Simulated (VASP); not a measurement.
# GaN (Fm-3m) in VASP: further runs

The runs below take GaN through single point, with PBEsol.

All numbers are computed with VASP 6.6.1; they aren't measurements. Logs are shortened: lines on timing, memory, paths and dates and some standing lists are left out, and cuts for length are marked.

**1. The cell of the first run**

It takes space group Fm-3m (No. 225, cubic). The conventional cell has a = 4.270 Å, b = 4.270 Å, c = 4.270 Å, α = 90.00°, β = 90.00°, γ = 90.00°. Ga (site symmetry m-3m) has 6 N at 2.14 Å within 2.8 Å. N (site symmetry m-3m) has 6 Ga at 2.14 Å within 2.8 Å.

**2. Single point, PBEsol**

File INCAR:

```
PREC = Accurate
ENCUT = 600
EDIFF = 1E-6
ISMEAR = 0
SIGMA = 0.01
LREAL = F
LASPH = T
NELM = 120
ALGO = Normal
ISIF = 2
LWAVE = F
LCHARG = T
GGA = PS
LELF = T
LVHAR = T
NBANDS = 16
GGA_COMPAT = F
```

File KPOINTS:

```
Automatic mesh
0
Gamma
  7 7 7
```

File POSCAR:

```
GaN
1.0
    0.0000000000      2.1352350000      2.1352350000
    2.1352350000      0.0000000000      2.1352350000
    2.1352350000      2.1352350000      0.0000000000
Ga N
1 1
Direct
    0.0000000000      0.0000000000      0.0000000000
    0.5000000000      0.5000000000      0.5000000000
```

Potentials or basis: VASP PAW PBE potentials, release 64 (Ga_d, N).

The run is started by

```sh
> cat potpaw_PBE.64/Ga_d/POTCAR potpaw_PBE.64/N/POTCAR > POTCAR
> mpirun -np 1 vasp_std > vasp.out
```

OUTCAR:

```text
PREC = Accurate
   ENCUT = 600
   EDIFF = 1E-6
   ISMEAR = 0
   LREAL = F
   LASPH = T
   NELM = 120
   ISIF = 2
   GGA = PS

 ion  position               nearest neighbor table
   1  0.000  0.000  0.000-   2 2.14   2 2.14   2 2.14   2 2.14   2 2.14   2 2.14
   2  0.500  0.500  0.500-   1 2.14   1 2.14   1 2.14   1 2.14   1 2.14   1 2.14

  LATTYP: Found a face centered cubic cell.
 ALAT       =     4.2704700000

  Lattice vectors:

 A1 = (   0.0000000000,   2.1352350000,   2.1352350000)
 A2 = (   2.1352350000,   0.0000000000,   2.1352350000)
 A3 = (   2.1352350000,   2.1352350000,   0.0000000000)

Analysis of symmetry for initial positions (statically):
=====================================================================
 Subroutine PRICEL returns:
 Original cell was already a primitive cell.

 Routine SETGRP: Setting up the symmetry group for a
 face centered cubic supercell.

 Subroutine GETGRP returns: Found 48 space group operations
 (whereof 48 operations were pure point group operations)
 out of a pool of 48 trial point group operations.

The static configuration has the point symmetry O_h .

Analysis of symmetry for dynamics (positions and initial velocities):
=====================================================================
 Subroutine PRICEL returns:
 Original cell was already a primitive cell.

 Routine SETGRP: Setting up the symmetry group for a
 face centered cubic supercell.

 Subroutine GETGRP returns: Found 48 space group operations
 (whereof 48 operations were pure point group operations)
 out of a pool of 48 trial point group operations.

The dynamic configuration has the point symmetry O_h .

 Subroutine INISYM returns: Found 48 space group operations
 (whereof 48 operations are pure point group operations),
 and found     1 'primitive' translations

----------------------------------------------------------------------------------------

                                     Primitive cell

  volume of cell :      19.4700

  direct lattice vectors                    reciprocal lattice vectors
     0.000000000  2.135235000  2.135235000    -0.234166263  0.234166263  0.234166263
     2.135235000  0.000000000  2.135235000     0.234166263 -0.234166263  0.234166263
     2.135235000  2.135235000  0.000000000     0.234166263  0.234166263 -0.234166263

  length of vectors
     3.019678296  3.019678296  3.019678296     0.405587864  0.405587864  0.405587864

  position of ions in fractional coordinates (direct lattice)
     0.000000000  0.000000000  0.000000000
     0.500000000  0.500000000  0.500000000

  ion indices of the primitive-cell ions
   primitive index   ion index
                 1           1
                 2           2

----------------------------------------------------------------------------------------

 KPOINTS: Automatic mesh

Automatic generation of k-mesh.
 Grid dimensions read from file:
 generate k-points for:    7    7    7

 Generating k-lattice:

  Cartesian coordinates                     Fractional coordinates (reciprocal lattice)
    -0.033452323  0.033452323  0.033452323     0.142857143  0.000000000  0.000000000
     0.033452323 -0.033452323  0.033452323     0.000000000  0.142857143  0.000000000
     0.033452323  0.033452323 -0.033452323     0.000000000  0.000000000  0.142857143

  Length of vectors
     0.057941123  0.057941123  0.057941123

  Shift w.r.t. Gamma in fractional coordinates (k-lattice)
     0.000000000  0.000000000  0.000000000

 Subroutine IBZKPT returns following result:
 ===========================================

 Found     20 irreducible k-points:

 Following reciprocal coordinates:
            Coordinates               Weight
  0.000000  0.000000  0.000000      1.000000
  0.142857  0.000000  0.000000      8.000000
  0.285714  0.000000  0.000000      8.000000
  0.428571  0.000000  0.000000      8.000000
  0.142857  0.142857  0.000000      6.000000
  0.285714  0.142857  0.000000     24.000000
[... 12 lines left out ...]
 -0.428571  0.428571  0.142857     24.000000
 -0.285714  0.428571  0.142857     24.000000
   k-points           NKPTS =     20   k-points in BZ     NKDIM =     20   number of bands    NBANDS=     16
   number of dos      NEDOS =    301   number of ions     NIONS =      2
   total plane-waves  NPLWV =  13824
   dimension x,y,z NGX =    24 NGY =   24 NGZ =   24
   dimension x,y,z NGXF=    48 NGYF=   48 NGZF=   48
   ions per type =               1   1
   NGX,Y,Z   is equivalent  to a cutoff of  13.21, 13.21, 13.21 a.u.
   NGXF,Y,Z  is equivalent  to a cutoff of  26.43, 26.43, 26.43 a.u.
 SYSTEM =  unknown system
   PREC   = accura    normal or accurate (medium, high low for compatibility)
   ISTART =      0    job   : 0-new  1-cont  2-samecut
   ICHARG =      2    charge: 1-file 2-atom 10-const
   ISPIN  =      1    spin polarized calculation?
   LNONCOLLINEAR =      F non collinear calculations
   LSORBIT =      F    spin-orbit coupling
   LASPH  =      T    aspherical Exc in radial PAW
   ENCUT  =  600.0 eV  44.10 Ry    6.64 a.u.   6.03  6.03  6.03*2*pi/ulx,y,z
   NELM   =    120;   NELMIN=  2; NELMDL= -5     # of ELM steps
   EDIFF  = 0.1E-05   stopping-criterion for ELM
   LREAL  =      F    real-space projection
   EDIFFG = 0.1E-04   stopping-criterion for IOM
   NSW    =      0    number of steps for IOM
   IBRION =     -1    ionic relax: 0-MD 1-quasi-New 2-CG
   NFREE  =      0    steps in history (QN), initial steepest desc. (CG)
   ISIF   =      2    stress and relaxation
   ISYM   =      2    0-nonsym 1-usesym 2-fastsym
   POTIM  = 0.5000    time-step for ionic-motion
   TEBEG  =    0.0;   TEEND  =   0.0 temperature during run
   PSTRESS=    0.0 pullay stress
   NELECT =      18.0000    total number of electrons
   NUPDOWN=      -1.0000    fix difference up-down
   EMIN   =  10.00;   EMAX   =-10.00  energy-range for DOS
   EFERMI =   0.00;   METHOD = LEGACY
   ISMEAR =     0;   SIGMA  =   0.01  broadening in eV -4-tet -1-fermi 0-gaus
   EFERMI_NEDOS =   21; number of points for ismear=-14 and -15
   IALGO  =     38    algorithm
   IMIX   =      4    mixing-type and parameters
     AMIX     =   0.40;   BMIX     =  1.00
     AMIX_MAG =   1.60;   BMIX_MAG =  1.00
  volume/ion in A,a.u.               =       9.74        65.70
  Fermi-wavevector in a.u.,A,eV,Ry     =   1.594814  3.013761 34.605481  2.543431
  Thomas-Fermi vector in A             =   2.692830
   LORBIT       =      0    0 simple, 1 ext, 2 COOP (PROOUT), +10 PAW based schemes
   GGA     = PS    functional components
   LHFCALC =     F    Hartree Fock is set to
   AEXX    =    0.0000 exact exchange contribution
   IVDW    =     0    specifies the selected vdW correction
   LEPSILON=     F    determine dielectric tensor
   LRPA    =     F    only Hartree local field effects (RPA)
 non-spin polarized calculation
 Gauss-broadening in eV      SIGMA  =   0.01
  energy-cutoff  :      600.00
  volume of cell :       19.47
 maximum number of plane-waves:       663
   NGX = 13   NGY = 13   NGZ = 13

 number of electron      18.0000005 magnetization

 Free energy of the ion-electron system (eV)
  ---------------------------------------------------
  ext. energy  EPLUGINS =         0.00000000
  ---------------------------------------------------
  free energy    TOTEN  =       -12.24207225 eV

  energy without entropy =      -12.24207225  energy(sigma->0) =      -12.24207225

 E-fermi :   7.4103     XC(G=0): -13.1022

 val. band max:        7.3560788309   @ k =  -0.1429   0.1429   0.0000
 cond. band min:       8.0859879739   @ k =   0.4286   0.4286   0.0000
 fundamental gap:      0.7299091430
 Fermi energy:         7.4102525723

 k-point     1 :       0.0000    0.0000    0.0000
  band No.  band energies     occupation
      1      -9.6169      2.00000
      2      -6.5570      2.00000
      3      -6.5570      2.00000
      4      -6.5570      2.00000
      5      -6.4680      2.00000
      6      -6.4680      2.00000
[... 8 lines left out ...]
     15      22.6670      0.00000
     16      22.6670      0.00000

 k-point     2 :       0.1429    0.0000    0.0000
  band No.  band energies     occupation
      1      -9.2321      2.00000
      2      -6.5706      2.00000
      3      -6.5484      2.00000
      4      -6.5484      2.00000
      5      -6.4811      2.00000
      6      -6.4811      2.00000
[... 8 lines left out ...]
     15      23.3243      0.00000
     16      23.3243      0.00000

 k-point     3 :       0.2857    0.0000    0.0000
  band No.  band energies     occupation
      1      -8.1730      2.00000
      2      -6.6195      2.00000
      3      -6.6195      2.00000
      4      -6.5985      2.00000
      5      -6.4184      2.00000
      6      -6.4184      2.00000
[... 8 lines left out ...]
     15      25.5368      0.00000
     16      25.5368      0.00000

 k-point     4 :       0.4286    0.0000    0.0000
  band No.  band energies     occupation
      1      -6.9448      2.00000
      2      -6.6893      2.00000
      3      -6.6893      2.00000
      4      -6.6015      2.00000
      5      -6.3535      2.00000
      6      -6.3535      2.00000
[... 8 lines left out ...]
     15      28.8037      0.00000
     16      28.8037      0.00000

 k-point     5 :       0.1429    0.1429    0.0000
  band No.  band energies     occupation
      1      -9.1268      2.00000
      2      -6.5888      2.00000
      3      -6.5327      2.00000
      4      -6.5166      2.00000
      5      -6.5166      2.00000
      6      -6.4485      2.00000
[... 8 lines left out ...]
     15      26.1766      0.00000
     16      26.1766      0.00000

 k-point     6 :       0.2857    0.1429    0.0000
  band No.  band energies     occupation
      1      -8.3976      2.00000
      2      -6.6169      2.00000
      3      -6.5610      2.00000
      4      -6.5294      2.00000
      5      -6.3994      2.00000
      6      -6.3910      2.00000
[... 8 lines left out ...]
     15      26.6177      0.00000
     16      27.6953      0.00000

 k-point     7 :       0.4286    0.1429    0.0000
  band No.  band energies     occupation
      1      -7.5642      2.00000
      2      -6.6616      2.00000
      3      -6.6056      2.00000
      4      -6.5130      2.00000
      5      -6.3423      2.00000
      6      -5.9423      2.00000
[... 8 lines left out ...]
     15      27.2978      0.00000
     16      30.0161      0.00000

 k-point     8 :      -0.4286    0.1429    0.0000
  band No.  band energies     occupation
      1      -7.2909      2.00000
      2      -6.6887      2.00000
      3      -6.6567      2.00000
      4      -6.4857      2.00000
      5      -6.3517      2.00000
      6      -5.5897      2.00000
[... 8 lines left out ...]
     15      27.6540      0.00000
     16      28.5167      0.00000

 k-point     9 :      -0.2857    0.1429    0.0000
  band No.  band energies     occupation
      1      -7.6896      2.00000
      2      -6.6561      2.00000
      3      -6.6408      2.00000
      4      -6.5575      2.00000
      5      -6.4239      2.00000
      6      -6.1246      2.00000
[... 8 lines left out ...]
     15      25.0660      0.00000
     16      28.1757      0.00000
[... 96 lines left out ...]
 k-point    15 :       0.4286    0.4286    0.0000
  band No.  band energies     occupation
      1      -8.1535      2.00000
      2      -6.7188      2.00000
      3      -6.3694      2.00000
      4      -6.3096      2.00000
      5      -6.3096      2.00000
      6      -4.1523      2.00000
[... 8 lines left out ...]
     15      33.4739      0.00000
     16      34.3221      0.00000

 k-point    16 :      -0.4286    0.4286    0.0000
  band No.  band energies     occupation
      1      -8.0662      2.00000
      2      -6.6994      2.00000
      3      -6.4119      2.00000
      4      -6.3406      2.00000
      5      -6.3045      2.00000
      6      -3.6838      2.00000
[... 8 lines left out ...]
     15      32.5611      0.00000
     16      34.2964      0.00000

 k-point    17 :       0.4286    0.2857    0.1429
  band No.  band energies     occupation
      1      -7.9088      2.00000
      2      -6.6235      2.00000
      3      -6.5622      2.00000
      4      -6.4706      2.00000
      5      -6.4100      2.00000
      6      -5.8961      2.00000
[... 8 lines left out ...]
     15      29.0857      0.00000
     16      29.3651      0.00000

 k-point    18 :      -0.4286    0.2857    0.1429
  band No.  band energies     occupation
      1      -7.6545      2.00000
      2      -6.6326      2.00000
      3      -6.5683      2.00000
      4      -6.5037      2.00000
      5      -6.3456      2.00000
      6      -4.9545      2.00000
[... 8 lines left out ...]
     15      27.0263      0.00000
     16      30.9334      0.00000

 k-point    19 :      -0.4286    0.4286    0.1429
  band No.  band energies     occupation
      1      -7.9586      2.00000
      2      -6.6616      2.00000
      3      -6.4788      2.00000
      4      -6.3976      2.00000
      5      -6.3097      2.00000
      6      -4.1529      2.00000
[... 8 lines left out ...]
     15      29.6945      0.00000
     16      34.6670      0.00000

 k-point    20 :      -0.2857    0.4286    0.1429
  band No.  band energies     occupation
      1      -7.8223      2.00000
      2      -6.6032      2.00000
      3      -6.5267      2.00000
      4      -6.5027      2.00000
      5      -6.3100      2.00000
      6      -3.9993      2.00000
[... 8 lines left out ...]
     15      26.7737      0.00000
     16      34.3879      0.00000

------------------------ aborting loop because EDIFF is reached ----------------------------------------

  FORCE on cell =-STRESS in cart. coord.  units (eV):
  Direction    XX          YY          ZZ          XY          YZ          ZX
  --------------------------------------------------------------------------------------
  -------------------------------------------------------------------------------------
  Total       -0.9141688     -0.9141688     -0.9141688      0.0000000      0.0000000      0.0000000
  in kB      -75.2263384    -75.2263384    -75.2263384      0.0000000      0.0000000      0.0000000
  external PRESSURE =     -75.2263384 kB  Pullay stress =       0.0000000 kB

 VOLUME and BASIS-vectors are now :
 -----------------------------------------------------------------------------
  energy-cutoff  :      600.00
  volume of cell :       19.47
      direct lattice vectors                 reciprocal lattice vectors
     0.000000000  2.135235000  2.135235000    -0.234166263  0.234166263  0.234166263
     2.135235000  0.000000000  2.135235000     0.234166263 -0.234166263  0.234166263
     2.135235000  2.135235000  0.000000000     0.234166263  0.234166263 -0.234166263

 POSITION                                       TOTAL-FORCE (eV/Angst)
 -----------------------------------------------------------------------------------
      0.00000      0.00000      0.00000        -0.000000      0.000000      0.000000
      2.13524      2.13524      2.13524         0.000000     -0.000000     -0.000000
 -----------------------------------------------------------------------------------
    total drift:                                0.000000     -0.000000     -0.000000

  FREE ENERGIE OF THE ION-ELECTRON SYSTEM (eV)
  ---------------------------------------------------
  free  energy   TOTEN  =       -12.2420722451 eV

  energy  without entropy=      -12.2420722451  energy(sigma->0) =      -12.24207225
```

It took 5.6 s on 1 thread of Intel Xeon Platinum 8488C (Sapphire Rapids), shared host; peak memory 0.14 GiB.

Results:

| Quantity | Value |
| --- | --- |
| Free energy | -12.2421 eV |
| Pressure | -7.5 GPa |
| Band gap on the k mesh | 0.73 eV, indirect (least direct gap 2.37 eV) |

Levels at points of the mesh, in eV from the valence-band top:
| k point | band 5 | band 6 | band 7 | band 8 | band 9 | band 10 | band 11 | band 12 | band 13 | band 14 |
| --- | --- | --- | --- | --- | --- | --- | --- | --- | --- | --- |
| (0.00, 0.00, 0.00) | -13.82 | -13.82 | -0.45 | -0.45 | -0.45 | 1.92 | 14.46 | 14.46 | 14.46 | 15.31 |

Caveat: the PAW data sets were made with another functional, which shifts forces and pressure a little. Expect the measured gap to be larger: semilocal functionals such as PBEsol lack the derivative discontinuity.

**3. Single point, PBEsol**

File INCAR:

```
SYSTEM = GaN
PREC = Accurate ; ENCUT = 600
EDIFF = 1E-6 ; ISMEAR = 0
SIGMA = 0.01 ; LREAL = .False.
LASPH = .True. ; NELM = 120
ALGO = Normal ; ISIF = 2
LWAVE = .False. ; LCHARG = .False.
GGA = PS ; NBANDS = 16
GGA_COMPAT = .False.
```

File KPOINTS:

```
regular mesh
0
Gamma
  7 7 7
  0 0 0
```

POSCAR is that of step 2.

Potentials or basis: VASP PAW PBE potentials, release 64 (Ga_d, N).

The run is started by

```sh
> cat potpaw_PBE.64/Ga_d/POTCAR potpaw_PBE.64/N/POTCAR > POTCAR
> mpirun -np 1 vasp_std > vasp.out
```

It took 5.4 s on 1 thread of Intel Xeon Platinum 8488C (Sapphire Rapids), shared host; peak memory 0.14 GiB.

The run converged. Its results:

- Free energy: -12.2421 eV
- Pressure: -7.5 GPa
- Band gap on the k mesh: 0.73 eV, indirect (least direct gap 2.37 eV)

Levels at points of the mesh, in eV from the valence-band top:
```csv
k point,band 7,band 8,band 9,band 10,band 11,band 12
"(0.00, 0.00, 0.00)",-0.45,-0.45,-0.45,1.92,14.46,14.46
```

Caveat: the PAW data sets were made with another functional, which shifts forces and pressure a little. A k mesh can miss the band edges.
